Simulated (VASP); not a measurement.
Wanted: the native input for a VASP 6.6.1 run.

```yaml
Task: single point
Functional: PBE
Potentials_or_basis: VASP PAW PBE potentials, release 64 (Ti_sv, Ge_d, Pd)
Cutoff: 520 eV
k_mesh: 8 × 8 × 8
Occupations: gaussian, width 0.1 eV
Spin: collinear spin
Starting_moments: "[0.33, 0.0, 0.0, 0.0, 0.0] μB"
Dipole_correction: no
Further_INCAR_settings: ALGO = Normal; EDIFF = 1e-07; NBANDS = 40
```

The structure of TiGePd3 lies in POSCAR:

```
TiGePd3
1.0
    4.6787606590      0.0000000000      0.0000000000
    0.0000000000      4.6787606590      0.0000000000
    0.0000000000      0.0000000000      4.6787606590
Ti Ge Pd
1 1 3
Direct
    0.0000000000      0.0000000000      0.0000000000
    0.5000000000      0.5000000000      0.5000000000
    0.5000000000      0.0000000000      0.0000000000
    0.0000000000      0.5000000000      0.0000000000
    0.0000000000      0.0000000000      0.5000000000
```

The cell was built from a structure type or drawn by symmetry, and may not be a known phase.

The input as run:

INCAR

```
SYSTEM = TiGePd3
PREC     = Accurate       ! precision mode
ENCUT    = 520            ! plane-wave cutoff, eV
EDIFF    = 1E-7           ! SCF threshold, eV
ISMEAR   = 0              ! smearing method
SIGMA    = 0.1            ! smearing width, eV
LREAL    = .FALSE.        ! projectors in reciprocal space
LASPH    = .TRUE.         ! aspherical terms in the spheres
NELM     = 150            ! most SCF steps
ALGO     = Normal         ! electronic algorithm
ISIF     = 2              ! what is computed and relaxed
LWAVE    = .FALSE.        ! write WAVECAR
LCHARG   = .FALSE.        ! write CHGCAR
ISPIN    = 2              ! spin polarisation
MAGMOM   = 0.33 0 0 0 0   ! initial moments
LORBIT   = 11             ! projections on sites
LMAXMIX  = 4              ! l up to which the mixer works
GGA      = PE             ! functional
NBANDS   = 40             ! bands
```

KPOINTS

```
regular mesh
0
G
  8 8 8
  0 0 0
```

Potentials or basis: VASP PAW PBE potentials, release 64 (Ti_sv, Ge_d, Pd).

Launch:

```console
$ cat potpaw_PBE.64/Ti_sv/POTCAR potpaw_PBE.64/Ge_d/POTCAR potpaw_PBE.64/Pd/POTCAR > POTCAR
$ mpirun -np 1 vasp_std > vasp.out
```

It gave:

The pressure is 0.1 GPa, the band gap on the k mesh is zero (filled and empty bands overlap) and the net moment is 0.01 μB per cell. The valence electrons inside the program's atomic spheres are Ti 10.57; Ge 11.96; Pd 9.36.

Wall time 4.7 min on 1 thread of Intel(R) Xeon(R) Platinum 8175M CPU @ 2.50GHz (Skylake/Cascade Lake), with other jobs on the host, peak memory 0.39 GiB.
